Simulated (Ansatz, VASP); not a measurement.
# Te: VASP beside Ansatz

```
Te
1.0
     2.33180   -2.37904    0.00000
     2.33180    2.37904    0.00000
     0.00000    0.00000    2.98149
Te
1
Direct
  0.50000 0.50000 0.50000
```

Alike in both runs: functional PBE; k mesh 6 × 6 × 6; occupations gaussian, width 0.1 eV; no spin polarisation.

Ansatz relaxed the structure, and its values are those at the end. VASP's run is a single point on that final structure, the one shown.

```csv
,VASP,Ansatz
version,VASP 6.6.1,Ansatz 0.2.0
potentials or method,"VASP PAW PBE potentials, release 64 (Te), cutoff 520 eV","scalar-relativistic, plane waves, PAW"
valence electrons in the cell,6,16
```

VASP gave:

- gap on the k mesh at the Fermi level (eV): none
- pressure (GPa): 0.0

Problem. What did Ansatz give for the same quantities?

Solution. gap on the k mesh at the Fermi level (eV): none; pressure (GPa): 0.1.

A gap of «none» marks a metal or a gap that the smearing closes. The functional is the same, so the differences come from potentials, cutoffs and numerics. VASP's potentials hold 6 valence electrons a cell and Ansatz's 16, so a difference there can come from the potentials and not from the codes.

Spin-orbit coupling is off throughout.
